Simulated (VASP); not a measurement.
# CuAs (P6_3/mmc) in VASP: a series of runs

CuAs is run at these levels: LDA; tasks: single point.

Program: VASP 6.6.1. These are calculated values, not measurements. Logs are shortened: lines on timing, memory, paths and dates and some standing lists are left out, and cuts for length are marked.

## Step 1: The cell of the first run

The structure is hexagonal, space group P6_3/mmc (No. 194). Conventional cell: a = 3.769 Å, b = 3.769 Å, c = 5.147 Å, α = 90.00°, β = 90.00°, γ = 120.00°. Within 3.3 Å of Cu (site symmetry -3m) lie 6 As at 2.53 Å and 2 Cu at 2.57 Å. Within 3.3 Å of As (site symmetry -6m2) lie 6 Cu at 2.53 Å.

## Step 2: Single point, LDA (volume 15.827 Å^3 an atom, c/a of the conventional cell 1.3657)

File INCAR:

```
PREC = Accurate ; ENCUT = 520
EDIFF = 1E-7 ; ISMEAR = 0
SIGMA = 0.15 ; LREAL = False
LASPH = True ; NELM = 60
ALGO = Normal ; ISIF = 2
LWAVE = False ; LCHARG = False
GGA = CA ; NBANDS = 24
```

File KPOINTS:

```
regular mesh
0
Gamma
  15 15 10
```

File POSCAR:

```
CuAs
1.0
    3.7686940690      0.0000000000      0.0000000000
   -1.8843470345      3.2637848029      0.0000000000
    0.0000000000      0.0000000000      5.1469054901
Cu As
2 2
Direct
    0.0000000000      0.0000000000      0.5000000000
    0.0000000000      0.0000000000      0.0000000000
    0.6666666667      0.3333333333      0.7500000000
    0.3333333333      0.6666666667      0.2500000000
```

Potentials or basis: VASP PAW LDA potentials, release 64 (Cu, As).

Started as:

```console
$ cat potpaw_LDA.64/Cu/POTCAR potpaw_LDA.64/As/POTCAR > POTCAR
$ mpirun -np 1 vasp_std > vasp.out
```

OUTCAR:

```text
PREC = Accurate
   ENCUT = 520
   EDIFF = 1E-7
   ISMEAR = 0
   LREAL = False
   LASPH = True
   NELM = 60
   ISIF = 2
   GGA = CA

 ion  position               nearest neighbor table
   1  0.000  0.000  0.500-   3 2.53   4 2.53   3 2.53   4 2.53   3 2.53   4 2.53   2 2.57   2 2.57

   2  0.000  0.000  0.000-   3 2.53   4 2.53   3 2.53   4 2.53   3 2.53   4 2.53   1 2.57   1 2.57

   3  0.667  0.333  0.750-   1 2.53   2 2.53   1 2.53   2 2.53   1 2.53   2 2.53
   4  0.333  0.667  0.250-   1 2.53   2 2.53   1 2.53   2 2.53   1 2.53   2 2.53

  LATTYP: Found a hexagonal cell.
 ALAT       =     3.7686940690
 C/A-ratio  =     1.3657000000

  Lattice vectors:

 A1 = (   3.7686940690,   0.0000000000,   0.0000000000)
 A2 = (  -1.8843470345,   3.2637848029,   0.0000000000)
 A3 = (   0.0000000000,   0.0000000000,   5.1469054901)

Analysis of symmetry for initial positions (statically):
=====================================================================
 Subroutine PRICEL returns:
 Original cell was already a primitive cell.

 Routine SETGRP: Setting up the symmetry group for a
 hexagonal supercell.

 Subroutine GETGRP returns: Found 24 space group operations
 (whereof 12 operations were pure point group operations)
 out of a pool of 24 trial point group operations.

The static configuration has the point symmetry D_3d.
 The point group associated with its full space group is D_6h.

Analysis of symmetry for dynamics (positions and initial velocities):
=====================================================================
 Subroutine PRICEL returns:
 Original cell was already a primitive cell.

 Routine SETGRP: Setting up the symmetry group for a
 hexagonal supercell.

 Subroutine GETGRP returns: Found 24 space group operations
 (whereof 12 operations were pure point group operations)
 out of a pool of 24 trial point group operations.

The dynamic configuration has the point symmetry D_3d.
 The point group associated with its full space group is D_6h.

 Subroutine INISYM returns: Found 24 space group operations
 (whereof 12 operations are pure point group operations),
 and found     1 'primitive' translations

----------------------------------------------------------------------------------------

                                     Primitive cell

  volume of cell :      63.3080

  direct lattice vectors                    reciprocal lattice vectors
     3.768694069  0.000000000  0.000000000     0.265343905  0.153196375  0.000000000
    -1.884347034  3.263784803  0.000000000     0.000000000  0.306392750  0.000000000
     0.000000000  0.000000000  5.146905490     0.000000000  0.000000000  0.194291502

  length of vectors
     3.768694069  3.768694069  5.146905490     0.306392750  0.306392750  0.194291502

  position of ions in fractional coordinates (direct lattice)
     0.000000000  0.000000000  0.500000000
     0.000000000  0.000000000  0.000000000
     0.666666667  0.333333333  0.750000000
     0.333333333  0.666666667  0.250000000

  ion indices of the primitive-cell ions
   primitive index   ion index
                 1           1
                 2           2
                 3           3
                 4           4

----------------------------------------------------------------------------------------

 KPOINTS: regular mesh

Automatic generation of k-mesh.
 Grid dimensions read from file:
 generate k-points for:   15   15   10

 Generating k-lattice:

  Cartesian coordinates                     Fractional coordinates (reciprocal lattice)
     0.017689594  0.010213092  0.000000000     0.066666667  0.000000000  0.000000000
     0.000000000  0.020426183  0.000000000     0.000000000  0.066666667  0.000000000
     0.000000000  0.000000000  0.019429150     0.000000000  0.000000000  0.100000000

  Length of vectors
     0.020426183  0.020426183  0.019429150

  Shift w.r.t. Gamma in fractional coordinates (k-lattice)
     0.000000000  0.000000000  0.000000000

 Subroutine IBZKPT returns following result:
 ===========================================

 Found    162 irreducible k-points:

 Following reciprocal coordinates:
            Coordinates               Weight
  0.000000  0.000000  0.000000      1.000000
  0.066667  0.000000  0.000000      6.000000
  0.133333 -0.000000  0.000000      6.000000
  0.200000  0.000000  0.000000      6.000000
  0.266667 -0.000000  0.000000      6.000000
  0.333333  0.000000  0.000000      6.000000
[... 16 lines left out ...]
  0.333333  0.200000  0.000000     12.000000
  0.400000  0.200000  0.000000      6.000000
 [... further k-points ...]
   k-points           NKPTS =    162   k-points in BZ     NKDIM =    162   number of bands    NBANDS=     24
   number of dos      NEDOS =    301   number of ions     NIONS =      4
   total plane-waves  NPLWV =  31360
   dimension x,y,z NGX =    28 NGY =   28 NGZ =   40
   dimension x,y,z NGXF=    56 NGYF=   56 NGZF=   80
   ions per type =               2   2
   NGX,Y,Z   is equivalent  to a cutoff of  12.35, 12.35, 12.92 a.u.
   NGXF,Y,Z  is equivalent  to a cutoff of  24.70, 24.70, 25.84 a.u.
 SYSTEM =  unknown system
   PREC   = accura    normal or accurate (medium, high low for compatibility)
   ISTART =      0    job   : 0-new  1-cont  2-samecut
   ICHARG =      2    charge: 1-file 2-atom 10-const
   ISPIN  =      1    spin polarized calculation?
   LNONCOLLINEAR =      F non collinear calculations
   LSORBIT =      F    spin-orbit coupling
   LASPH  =      T    aspherical Exc in radial PAW
   ENCUT  =  520.0 eV  38.22 Ry    6.18 a.u.   7.01  7.01  9.57*2*pi/ulx,y,z
   NELM   =     60;   NELMIN=  2; NELMDL= -5     # of ELM steps
   EDIFF  = 0.1E-06   stopping-criterion for ELM
   LREAL  =      F    real-space projection
   EDIFFG = 0.1E-05   stopping-criterion for IOM
   NSW    =      0    number of steps for IOM
   IBRION =     -1    ionic relax: 0-MD 1-quasi-New 2-CG
   NFREE  =      0    steps in history (QN), initial steepest desc. (CG)
   ISIF   =      2    stress and relaxation
   ISYM   =      2    0-nonsym 1-usesym 2-fastsym
   POTIM  = 0.5000    time-step for ionic-motion
   TEBEG  =    0.0;   TEEND  =   0.0 temperature during run
   PSTRESS=    0.0 pullay stress
   NELECT =      32.0000    total number of electrons
   NUPDOWN=      -1.0000    fix difference up-down
   EMIN   =  10.00;   EMAX   =-10.00  energy-range for DOS
   EFERMI =   0.00;   METHOD = LEGACY
   ISMEAR =     0;   SIGMA  =   0.15  broadening in eV -4-tet -1-fermi 0-gaus
   EFERMI_NEDOS =   21; number of points for ismear=-14 and -15
   IALGO  =     38    algorithm
   IMIX   =      4    mixing-type and parameters
     AMIX     =   0.40;   BMIX     =  1.00
     AMIX_MAG =   1.60;   BMIX_MAG =  1.00
  volume/ion in A,a.u.               =      15.83       106.81
  Fermi-wavevector in a.u.,A,eV,Ry     =   1.304083  2.464360 23.138516  1.700633
  Thomas-Fermi vector in A             =   2.435042
   LORBIT       =      0    0 simple, 1 ext, 2 COOP (PROOUT), +10 PAW based schemes
   GGA     = CA    functional components
   LHFCALC =     F    Hartree Fock is set to
   AEXX    =    0.0000 exact exchange contribution
   IVDW    =     0    specifies the selected vdW correction
   LEPSILON=     F    determine dielectric tensor
   LRPA    =     F    only Hartree local field effects (RPA)
 non-spin polarized calculation
 Gauss-broadening in eV      SIGMA  =   0.15
  energy-cutoff  :      520.00
  volume of cell :       63.31
 maximum number of plane-waves:      1737
 NGX is ok and might be reduce to    28
   NGX = 13   NGY = 13   NGZ = 19

 number of electron      32.0000003 magnetization

 Free energy of the ion-electron system (eV)
  ---------------------------------------------------
  ext. energy  EPLUGINS =         0.00000000
  ---------------------------------------------------
  free energy    TOTEN  =       -20.01643140 eV

  energy without entropy =      -19.99465393  energy(sigma->0) =      -20.00554266

 E-fermi :   6.5801     XC(G=0): -11.4993

 val. band max:        6.5771416483   @ k =   0.1333  -0.0000   0.3000
 cond. band min:       6.5813965609   @ k =   0.1333   0.0667   0.3000
 fundamental gap:      0.0042549126
 Fermi energy:         6.5800999232

 k-point     1 :       0.0000    0.0000    0.0000
  band No.  band energies     occupation
      1      -7.0740      2.00000
      2      -3.6846      2.00000
      3       0.0953      2.00000
      4       1.7095      2.00000
      5       1.7095      2.00000
      6       2.1199      2.00000
[... 16 lines left out ...]
     23      15.4636      0.00000
     24      15.4636      0.00000

 k-point     2 :       0.0667    0.0000    0.0000
  band No.  band energies     occupation
      1      -7.0210      2.00000
      2      -3.6812      2.00000
      3       0.1560      2.00000
      4       1.7193      2.00000
      5       1.7247      2.00000
      6       2.1090      2.00000
[... 16 lines left out ...]
     23      14.7358      0.00000
     24      15.0722      0.00000

 k-point     3 :       0.1333   -0.0000    0.0000
  band No.  band energies     occupation
      1      -6.8633      2.00000
      2      -3.6754      2.00000
      3       0.3362      2.00000
      4       1.7463      2.00000
      5       1.7675      2.00000
      6       2.0639      2.00000
[... 16 lines left out ...]
     23      13.6144      0.00000
     24      14.3884      0.00000

 k-point     4 :       0.2000    0.0000    0.0000
  band No.  band energies     occupation
      1      -6.6060      2.00000
      2      -3.6799      2.00000
      3       0.6296      2.00000
      4       1.7765      2.00000
      5       1.7826      2.00000
      6       1.9647      2.00000
[... 16 lines left out ...]
     23      13.9093      0.00000
     24      14.3331      0.00000

 k-point     5 :       0.2667   -0.0000    0.0000
  band No.  band energies     occupation
      1      -6.2589      2.00000
      2      -3.7171      2.00000
      3       1.0219      2.00000
      4       1.3913      2.00000
      5       1.8158      2.00000
      6       2.0217      2.00000
[... 16 lines left out ...]
     23      14.5977      0.00000
     24      15.2884      0.00000

 k-point     6 :       0.3333    0.0000    0.0000
  band No.  band energies     occupation
      1      -5.8396      2.00000
      2      -3.8177      2.00000
      3       0.7832      2.00000
      4       1.4773      2.00000
      5       1.8349      2.00000
      6       2.1337      2.00000
[... 16 lines left out ...]
     23      15.6314      0.00000
     24      16.4234      0.00000
[... 379 lines left out ...]
 k-point    21 :       0.2000    0.2000    0.0000
  band No.  band energies     occupation
      1      -5.7500      2.00000
      2      -3.7935      2.00000
      3       0.9571      2.00000
      4       1.5849      2.00000
      5       1.7235      2.00000
      6       1.7496      2.00000
[... 16 lines left out ...]
     23      14.7450      0.00000
     24      15.6572      0.00000

 k-point    22 :       0.2667    0.2000    0.0000
  band No.  band energies     occupation
      1      -5.3372      2.00000
      2      -3.9123      2.00000
      3       0.4185      2.00000
      4       1.6148      2.00000
      5       1.6861      2.00000
      6       1.9953      2.00000
[... 16 lines left out ...]
     23      15.1665      0.00000
     24      16.4656      0.00000

 k-point    23 :       0.3333    0.2000    0.0000
  band No.  band energies     occupation
      1      -4.9273      2.00000
      2      -4.0982      2.00000
      3      -0.0068      2.00000
      4       1.5509      2.00000
      5       1.6510      2.00000
      6       2.2545      2.00000
[... 16 lines left out ...]
     23      15.4391      0.00000
     24      17.1074      0.00000

 k-point    24 :       0.4000    0.2000    0.0000
  band No.  band energies     occupation
      1      -4.6826      2.00000
      2      -4.2578      2.00000
      3      -0.1664      2.00000
      4       1.5328      2.00000
      5       1.6372      2.00000
      6       2.2989      2.00000
[... 16 lines left out ...]
     23      15.8954      0.00000
     24      16.8288      0.00000

 [... further k-points ...]
[... 5 lines left out ...]
  --------------------------------------------------------------------------------------
  -------------------------------------------------------------------------------------
  Total       -1.3356303     -1.3356303     -3.6513929      0.0000000     -0.0000000      0.0000000
  in kB      -33.8016766    -33.8016766    -92.4082089      0.0000000     -0.0000000      0.0000000
  external PRESSURE =     -53.3371873 kB  Pullay stress =       0.0000000 kB

 VOLUME and BASIS-vectors are now :
 -----------------------------------------------------------------------------
  energy-cutoff  :      520.00
  volume of cell :       63.31
      direct lattice vectors                 reciprocal lattice vectors
     3.768694069  0.000000000  0.000000000     0.265343905  0.153196375  0.000000000
    -1.884347034  3.263784803  0.000000000     0.000000000  0.306392750  0.000000000
     0.000000000  0.000000000  5.146905490     0.000000000  0.000000000  0.194291502

 POSITION                                       TOTAL-FORCE (eV/Angst)
 -----------------------------------------------------------------------------------
      0.00000      0.00000      2.57345        -0.000000      0.000000      0.000000
      0.00000      0.00000      0.00000        -0.000000      0.000000      0.000000
      1.88435      1.08793      3.86018         0.000000      0.000000      0.000000
     -0.00000      2.17586      1.28673        -0.000000      0.000000     -0.000000
 -----------------------------------------------------------------------------------
    total drift:                               -0.000000      0.000000     -0.000000

  FREE ENERGIE OF THE ION-ELECTRON SYSTEM (eV)
  ---------------------------------------------------
  free  energy   TOTEN  =       -20.0164313967 eV

  energy  without entropy=      -19.9946539322  energy(sigma->0) =      -20.00554266
```

Run time: 3.5 min. Hardware: 1 thread of Intel Xeon 6975P-C, shared host; peak memory 0.32 GiB.

What came out:

| Item | Value |
| --- | --- |
| Free energy | -20.0164 eV |
| Pressure | -5.3 GPa |
| Band gap on the k mesh | zero (band 16 reaches 8.07 eV, above the bottom of band 17 at 5.73 eV) |

## Step 3: Single point, LDA (volume 15.827 Å^3 an atom, c/a of the conventional cell 1.0714)

File INCAR:

```
ALGO = Normal
EDIFF = 1E-6
ENCUT = 520
GGA = CA
ISIF = 2
ISMEAR = 0
LASPH = T
LCHARG = F
LREAL = F
LWAVE = F
NBANDS = 24
NELM = 60
PREC = Accurate
SIGMA = 0.15
```

File KPOINTS:

```
k-points
0
Gamma
  15 15 10
```

File POSCAR:

```
CuAs
1.0
    4.0862547647      0.0000000000      0.0000000000
   -2.0431273823      3.5388004325      0.0000000000
    0.0000000000      0.0000000000      4.3780133549
Cu As
2 2
Direct
    0.0000000000      0.0000000000      0.5000000000
    0.0000000000      0.0000000000      0.0000000000
    0.6666666667      0.3333333333      0.7500000000
    0.3333333333      0.6666666667      0.2500000000
```

Potentials or basis: VASP PAW LDA potentials, release 64 (Cu, As).

Started as:

```console
$ cat potpaw_LDA.64/Cu/POTCAR potpaw_LDA.64/As/POTCAR > POTCAR
$ mpirun -np 1 vasp_std > vasp.out
```

It took 4.1 min on 1 thread of Intel Xeon 6975P-C, shared host; peak memory 0.32 GiB.

The run converged. Its results:

* Free energy: -19.4460 eV
* Pressure: -2.3 GPa
* Band gap on the k mesh: zero (band 16 reaches 7.08 eV, above the bottom of band 17 at 5.85 eV)

Stress tensor (GPa, compression positive):
```
-12.04   0.00   0.00
  0.00 -12.04   0.00
  0.00   0.00  17.20
```

Levels at points of the mesh, in eV from the Fermi level:
| k point | band 14 | band 15 | band 16 | band 17 | band 18 | band 19 |
| --- | --- | --- | --- | --- | --- | --- |
| (0.00, 0.00, 0.00) | -0.86 | -0.78 | 0.44 | 0.44 | 1.82 | 1.98 |
| (0.00, 0.00, 0.50) | -1.25 | 0.54 | 0.54 | 0.54 | 0.54 | 3.85 |

## Step 4: Single point, LDA (volume 15.827 Å^3 an atom, c/a of the conventional cell 1.4511)

File INCAR:

```
SYSTEM = CuAs
PREC = Accurate ; ENCUT = 520
EDIFF = 1E-6 ; ISMEAR = 0
SIGMA = 0.15 ; LREAL = .FALSE.
LASPH = .TRUE. ; NELM = 80
ALGO = Normal ; ISIF = 2
LWAVE = .FALSE. ; LCHARG = .FALSE.
GGA = CA ; NBANDS = 24
```

File KPOINTS:

```
Automatic mesh
0
G
  15 15 10
  0 0 0
```

File POSCAR:

```
CuAs
1.0
    3.6932627572      0.0000000000      0.0000000000
   -1.8466313786      3.1984593705      0.0000000000
    0.0000000000      0.0000000000      5.3592935869
Cu As
2 2
Direct
    0.0000000000      0.0000000000      0.5000000000
    0.0000000000      0.0000000000      0.0000000000
    0.6666666667      0.3333333333      0.7500000000
    0.3333333333      0.6666666667      0.2500000000
```

Started as:

```console
$ cat potpaw_LDA.64/Cu/POTCAR potpaw_LDA.64/As/POTCAR > POTCAR
$ mpirun -np 1 vasp_std > vasp.out
```

It took 3 min on 1 thread of Intel Xeon 6975P-C, shared host; peak memory 0.32 GiB.

It converged, with:

```
Free energy            : -19.8929 eV
Pressure               : -5.0 GPa
Band gap on the k mesh : zero (band 16 reaches 8.33 eV, above the bottom of band 17 at 5.68 eV)
```

Stress tensor (GPa, compression positive):
```
 -1.85   0.00   0.00
  0.00  -1.85   0.00
  0.00   0.00 -11.20
```

Levels at points of the mesh, in eV from the Fermi level:
| k point | band 12 | band 13 | band 14 | band 15 | band 16 | band 17 | band 18 | band 19 | band 20 | band 21 |
| --- | --- | --- | --- | --- | --- | --- | --- | --- | --- | --- |
| (0.00, 0.00, 0.00) | -3.11 | -2.04 | 0.35 | 0.35 | 1.76 | 1.76 | 2.16 | 3.49 | 4.19 | 6.62 |
| (0.00, 0.00, 0.50) | -3.51 | -1.61 | -1.61 | 1.31 | 1.31 | 1.31 | 1.31 | 4.87 | 4.87 | 6.48 |

[end of part 1 of 2]
